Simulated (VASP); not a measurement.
# TiAl6Ni5 (P4/mmm) in VASP: a series of runs

The runs below take TiAl6Ni5 through single point, with PBE.

All numbers are computed with VASP 6.6.1; they aren't measurements. Logs are shortened: lines on timing, memory, paths and dates and some standing lists are left out, and cuts for length are marked.

### 1 The cell of the first run

It takes space group P4/mmm (No. 123, tetragonal). The conventional cell has a = 4.081 Å, b = 4.081 Å, c = 9.252 Å, α = 90.00°, β = 90.00°, γ = 90.00°. Within 3.5 Å of Ti (site symmetry 4/mmm) lie 8 Al at 2.67 Å and 6 Ni at 2.89 to 3.14 Å. Al (site symmetry mmm) has 8 Ni at 2.48 to 2.52 Å and 6 Al at 2.89 to 2.90 Å within 3.3 Å. Al (site symmetry 2mm) has 6 Ni at 2.48 to 2.67 Å and 2 Ti at 2.67 Å and 5 Al at 2.89 to 2.90 Å within 3.3 Å. Ni (site symmetry 4mm) has 8 Al at 2.48 to 2.52 Å and 5 Ni at 2.89 to 2.97 Å and 1 Ti at 3.14 Å within 3.3 Å. Ni (site symmetry 4mm) has 8 Al at 2.48 to 2.52 Å and 6 Ni at 2.83 to 3.21 Å within 3.3 Å. Ni (site symmetry 4/mmm) has 8 Al at 2.67 Å and 4 Ti at 2.89 Å and 2 Ni at 3.21 Å within 3.5 Å.

### 2 Single point, PBE

Input file INCAR:

```
PREC = Accurate
ENCUT = 520
EDIFF = 1E-6
ISMEAR = 0
SIGMA = 0.1
LREAL = F
LASPH = T
NELM = 60
ALGO = Fast
ISIF = 2
LWAVE = F
LCHARG = T
GGA = PE
LELF = T
LVHAR = T
NBANDS = 52
```

Input file KPOINTS:

```
regular mesh
0
Gamma
  4 4 2
```

Input file POSCAR:

```
TiAl6Ni5
1.0
    4.0812158000      0.0000000000      0.0000000000
    0.0000000000      4.0812158000      0.0000000000
    0.0000000000      0.0000000000      9.2516495000
Ti Al Ni
1 6 5
Direct
    0.5000000000      0.5000000000      0.5000000000
    0.0000000000      0.5000000000      0.0000000000
    0.5000000000      0.0000000000      0.0000000000
    0.0000000000      0.5000000000      0.3137110000
    0.5000000000      0.0000000000      0.3137110000
    0.0000000000      0.5000000000      0.6862890000
    0.5000000000      0.0000000000      0.6862890000
    0.5000000000      0.5000000000      0.1605720000
    0.0000000000      0.0000000000      0.1530280000
    0.0000000000      0.0000000000      0.5000000000
    0.5000000000      0.5000000000      0.8394280000
    0.0000000000      0.0000000000      0.8469720000
```

Potentials or basis: VASP PAW PBE potentials, release 64 (Ti_sv, Al, Ni).

The run is started by

```sh
> cat potpaw_PBE.64/Ti_sv/POTCAR potpaw_PBE.64/Al/POTCAR potpaw_PBE.64/Ni/POTCAR > POTCAR
> mpirun -np 1 vasp_std > vasp.out
```

OUTCAR:

```text
PREC = Accurate
   ENCUT = 520
   EDIFF = 1E-6
   ISMEAR = 0
   LREAL = F
   LASPH = T
   NELM = 60
   ISIF = 2
   GGA = PE

 ion  position               nearest neighbor table
   1  0.500  0.500  0.500-   4 2.67   5 2.67   6 2.67   7 2.67   5 2.67   7 2.67   4 2.67   6 2.67
                            10 2.89  10 2.89  10 2.89  10 2.89
   2  0.000  0.500  0.000-   9 2.48  12 2.48   9 2.48  12 2.48  11 2.52   8 2.52   8 2.52  11 2.52
                             3 2.89   3 2.89   3 2.89   3 2.89   6 2.90   4 2.90
   3  0.500  0.000  0.000-   9 2.48  12 2.48   9 2.48  12 2.48   8 2.52  11 2.52  11 2.52   8 2.52
                             2 2.89   2 2.89   2 2.89   2 2.89   7 2.90   5 2.90
   4  0.000  0.500  0.314-   8 2.48   8 2.48   9 2.52   9 2.52   1 2.67  10 2.67   1 2.67  10 2.67
                             5 2.89   5 2.89   5 2.89   5 2.89   2 2.90
   5  0.500  0.000  0.314-   8 2.48   8 2.48   9 2.52   9 2.52   1 2.67   1 2.67  10 2.67  10 2.67
                             4 2.89   4 2.89   4 2.89   4 2.89   3 2.90
   6  0.000  0.500  0.686-  11 2.48  11 2.48  12 2.52  12 2.52  10 2.67   1 2.67   1 2.67  10 2.67
                             7 2.89   7 2.89   7 2.89   7 2.89   2 2.90
   7  0.500  0.000  0.686-  11 2.48  11 2.48  12 2.52  12 2.52   1 2.67   1 2.67  10 2.67  10 2.67
                             6 2.89   6 2.89   6 2.89   6 2.89   3 2.90
   8  0.500  0.500  0.161-   4 2.48   5 2.48   5 2.48   4 2.48   3 2.52   2 2.52   2 2.52   3 2.52
                             9 2.89   9 2.89   9 2.89   9 2.89  11 2.97
   9  0.000  0.000  0.153-   2 2.48   3 2.48   2 2.48   3 2.48   4 2.52   4 2.52   5 2.52   5 2.52
                            12 2.83   8 2.89   8 2.89   8 2.89   8 2.89
  10  0.000  0.000  0.500-   4 2.67   5 2.67   6 2.67   7 2.67   4 2.67   6 2.67   5 2.67   7 2.67
                             1 2.89   1 2.89   1 2.89   1 2.89
  11  0.500  0.500  0.839-   6 2.48   7 2.48   7 2.48   6 2.48   3 2.52   2 2.52   2 2.52   3 2.52
                            12 2.89  12 2.89  12 2.89  12 2.89   8 2.97
  12  0.000  0.000  0.847-   2 2.48   3 2.48   2 2.48   3 2.48   6 2.52   6 2.52   7 2.52   7 2.52
                             9 2.83  11 2.89  11 2.89  11 2.89  11 2.89

  LATTYP: Found a simple tetragonal cell.
 ALAT       =     4.0812158000
 C/A-ratio  =     2.2668856423

  Lattice vectors:

 A1 = (   4.0812158000,   0.0000000000,   0.0000000000)
 A2 = (   0.0000000000,   4.0812158000,   0.0000000000)
 A3 = (   0.0000000000,   0.0000000000,   9.2516495000)

Analysis of symmetry for initial positions (statically):
=====================================================================
 Subroutine PRICEL returns:
 Original cell was already a primitive cell.

 Routine SETGRP: Setting up the symmetry group for a
 simple tetragonal supercell.

 Subroutine GETGRP returns: Found 16 space group operations
 (whereof 16 operations were pure point group operations)
 out of a pool of 16 trial point group operations.

The static configuration has the point symmetry D_4h.

Analysis of symmetry for dynamics (positions and initial velocities):
=====================================================================
 Subroutine PRICEL returns:
 Original cell was already a primitive cell.

 Routine SETGRP: Setting up the symmetry group for a
 simple tetragonal supercell.

 Subroutine GETGRP returns: Found 16 space group operations
 (whereof 16 operations were pure point group operations)
 out of a pool of 16 trial point group operations.

The dynamic configuration has the point symmetry D_4h.

 Subroutine INISYM returns: Found 16 space group operations
 (whereof 16 operations are pure point group operations),
 and found     1 'primitive' translations

----------------------------------------------------------------------------------------

                                     Primitive cell

  volume of cell :     154.0985

  direct lattice vectors                    reciprocal lattice vectors
     4.081215800  0.000000000  0.000000000     0.245025024  0.000000000  0.000000000
     0.000000000  4.081215800  0.000000000     0.000000000  0.245025024  0.000000000
     0.000000000  0.000000000  9.251649500     0.000000000  0.000000000  0.108088833

  length of vectors
     4.081215800  4.081215800  9.251649500     0.245025024  0.245025024  0.108088833

  position of ions in fractional coordinates (direct lattice)
     0.500000000  0.500000000  0.500000000
     0.000000000  0.500000000  0.000000000
     0.500000000  0.000000000  0.000000000
     0.000000000  0.500000000  0.313711000
     0.500000000  0.000000000  0.313711000
     0.000000000  0.500000000  0.686289000
     0.500000000  0.000000000  0.686289000
[... 34 lines left out ...]
     0.000000000  0.000000000  0.054044417     0.000000000  0.000000000  0.500000000

  Length of vectors
     0.061256256  0.061256256  0.054044417

  Shift w.r.t. Gamma in fractional coordinates (k-lattice)
     0.000000000  0.000000000  0.000000000

 Subroutine IBZKPT returns following result:
 ===========================================

 Found     12 irreducible k-points:

 Following reciprocal coordinates:
            Coordinates               Weight
  0.000000  0.000000  0.000000      1.000000
  0.250000  0.000000  0.000000      4.000000
  0.500000  0.000000  0.000000      2.000000
  0.250000  0.250000  0.000000      4.000000
  0.500000  0.250000  0.000000      4.000000
  0.500000  0.500000  0.000000      1.000000
  0.000000  0.000000  0.500000      1.000000
  0.250000  0.000000  0.500000      4.000000
  0.500000  0.000000  0.500000      2.000000
  0.250000  0.250000  0.500000      4.000000
  0.500000  0.250000  0.500000      4.000000
  0.500000  0.500000  0.500000      1.000000
   k-points           NKPTS =     12   k-points in BZ     NKDIM =     12   number of bands    NBANDS=     52
   number of dos      NEDOS =    301   number of ions     NIONS =     12
   total plane-waves  NPLWV =  63000
   dimension x,y,z NGX =    30 NGY =   30 NGZ =   70
   dimension x,y,z NGXF=    60 NGYF=   60 NGZF=  140
   ions per type =               1   6   5
   NGX,Y,Z   is equivalent  to a cutoff of  12.22, 12.22, 12.58 a.u.
   NGXF,Y,Z  is equivalent  to a cutoff of  24.44, 24.44, 25.16 a.u.
 SYSTEM =  unknown system
   PREC   = accura    normal or accurate (medium, high low for compatibility)
   ISTART =      0    job   : 0-new  1-cont  2-samecut
   ICHARG =      2    charge: 1-file 2-atom 10-const
   ISPIN  =      1    spin polarized calculation?
   LNONCOLLINEAR =      F non collinear calculations
   LSORBIT =      F    spin-orbit coupling
   LASPH  =      T    aspherical Exc in radial PAW
   ENCUT  =  520.0 eV  38.22 Ry    6.18 a.u.   7.59  7.59 17.20*2*pi/ulx,y,z
   NELM   =     60;   NELMIN=  2; NELMDL= -5     # of ELM steps
   EDIFF  = 0.1E-05   stopping-criterion for ELM
   LREAL  =      F    real-space projection
[... 7 lines left out ...]
   TEBEG  =    0.0;   TEEND  =   0.0 temperature during run
   PSTRESS=    0.0 pullay stress
   NELECT =      80.0000    total number of electrons
   NUPDOWN=      -1.0000    fix difference up-down
   EMIN   =  10.00;   EMAX   =-10.00  energy-range for DOS
   EFERMI =   0.00;   METHOD = LEGACY
   ISMEAR =     0;   SIGMA  =   0.10  broadening in eV -4-tet -1-fermi 0-gaus
   EFERMI_NEDOS =   21; number of points for ismear=-14 and -15
   IALGO  =     68    algorithm
   IMIX   =      4    mixing-type and parameters
     AMIX     =   0.40;   BMIX     =  1.00
     AMIX_MAG =   1.60;   BMIX_MAG =  1.00
  volume/ion in A,a.u.               =      12.84        86.66
  Fermi-wavevector in a.u.,A,eV,Ry     =   1.315746  2.486399 23.554237  1.731188
  Thomas-Fermi vector in A             =   2.445907
   LORBIT       =      0    0 simple, 1 ext, 2 COOP (PROOUT), +10 PAW based schemes
   GGA     = PE    functional components
   LHFCALC =     F    Hartree Fock is set to
   AEXX    =    0.0000 exact exchange contribution
   IVDW    =     0    specifies the selected vdW correction
   LEPSILON=     F    determine dielectric tensor
   LRPA    =     F    only Hartree local field effects (RPA)
 non-spin polarized calculation
 RMM-DIIS sequential band-by-band and
 Gauss-broadening in eV      SIGMA  =   0.10
  energy-cutoff  :      520.00
  volume of cell :      154.10
 maximum number of plane-waves:      4172
   NGX = 15   NGY = 15   NGZ = 35

 number of electron      80.0000084 magnetization

 Free energy of the ion-electron system (eV)
  ---------------------------------------------------
  ext. energy  EPLUGINS =         0.00000000
  ---------------------------------------------------
  free energy    TOTEN  =       -64.46766310 eV

  energy without entropy =      -64.44704964  energy(sigma->0) =      -64.45735637

 E-fermi :   9.4841     XC(G=0): -11.7724

 val. band max:        9.3998330216   @ k =   0.5000   0.5000   0.0000
 cond. band min:       9.5029066485   @ k =   0.0000   0.0000   0.5000
 fundamental gap:      0.1030736268
 Fermi energy:         9.4841149144

 k-point     1 :       0.0000    0.0000    0.0000
  band No.  band energies     occupation
      1     -47.1206      2.00000
      2     -23.4450      2.00000
      3     -23.4450      2.00000
      4     -23.4009      2.00000
      5      -1.2536      2.00000
      6       0.3921      2.00000
[... 649 lines left out ...]
     51      14.7655      0.00000
     52      15.0008      0.00000

------------------------ aborting loop because EDIFF is reached ----------------------------------------

  FORCE on cell =-STRESS in cart. coord.  units (eV):
  Direction    XX          YY          ZZ          XY          YZ          ZX
  --------------------------------------------------------------------------------------
  -------------------------------------------------------------------------------------
  Total        0.1715096      0.1715096     -0.5681015      0.0000000      0.0000000     -0.0000000
  in kB        1.7832029      1.7832029     -5.9066087      0.0000000      0.0000000     -0.0000000
  external PRESSURE =      -0.7800676 kB  Pullay stress =       0.0000000 kB

 VOLUME and BASIS-vectors are now :
 -----------------------------------------------------------------------------
  energy-cutoff  :      520.00
  volume of cell :      154.10
      direct lattice vectors                 reciprocal lattice vectors
     4.081215800  0.000000000  0.000000000     0.245025024  0.000000000  0.000000000
     0.000000000  4.081215800  0.000000000     0.000000000  0.245025024  0.000000000
     0.000000000  0.000000000  9.251649500     0.000000000  0.000000000  0.108088833

 POSITION                                       TOTAL-FORCE (eV/Angst)
 -----------------------------------------------------------------------------------
      2.04061      2.04061      4.62582        -0.000000     -0.000000     -0.000000
      0.00000      2.04061      0.00000        -0.000000     -0.000000     -0.000000
      2.04061      0.00000      0.00000        -0.000000     -0.000000     -0.000000
      0.00000      2.04061      2.90234        -0.000000     -0.000000     -0.037647
      2.04061      0.00000      2.90234         0.000000     -0.000000     -0.037647
      0.00000      2.04061      6.34931        -0.000000      0.000000      0.037647
      2.04061      0.00000      6.34931        -0.000000      0.000000      0.037647
      2.04061      2.04061      1.48556        -0.000000     -0.000000      0.061986
      0.00000      0.00000      1.41576         0.000000     -0.000000     -0.023658
      0.00000      0.00000      4.62582        -0.000000     -0.000000     -0.000000
      2.04061      2.04061      7.76609        -0.000000      0.000000     -0.061986
      0.00000      0.00000      7.83589        -0.000000     -0.000000      0.023658
 -----------------------------------------------------------------------------------
    total drift:                                0.000000      0.000000      0.000000

  FREE ENERGIE OF THE ION-ELECTRON SYSTEM (eV)
  ---------------------------------------------------
  free  energy   TOTEN  =       -64.4676630985 eV

  energy  without entropy=      -64.4470496410  energy(sigma->0) =      -64.45735637
```

It took 87 s on 1 thread of Intel Xeon 6975P-C (Granite Rapids), shared host; peak memory 0.28 GiB.

Results:

```
Free energy            : -64.4677 eV
Pressure               : -0.1 GPa
Largest force          : 0.062 eV/Å
Band gap on the k mesh : zero (bands 40 and 41 overlap by 1.31 eV)
```

Forces on the atoms (eV/Å):
```
Ti   0.000  0.000  0.000
Al   0.000  0.000  0.000
Al   0.000  0.000  0.000
Al   0.000  0.000 -0.038
Al   0.000  0.000 -0.038
Al   0.000  0.000  0.038
Al   0.000  0.000  0.038
Ni   0.000  0.000  0.062
Ni   0.000  0.000 -0.024
Ni   0.000  0.000  0.000
Ni   0.000  0.000 -0.062
Ni   0.000  0.000  0.024
```

Caveat: the k points lie up to 0.38 Å⁻¹ apart, too coarse for converged energies and pressures of a metal. Spin polarisation is off, so any magnetic state and its effect on volume and gap are missing.

[end of part 1 of 3]

The gap in the log of VASP goes by the Fermi energy; the results here count the filled bands.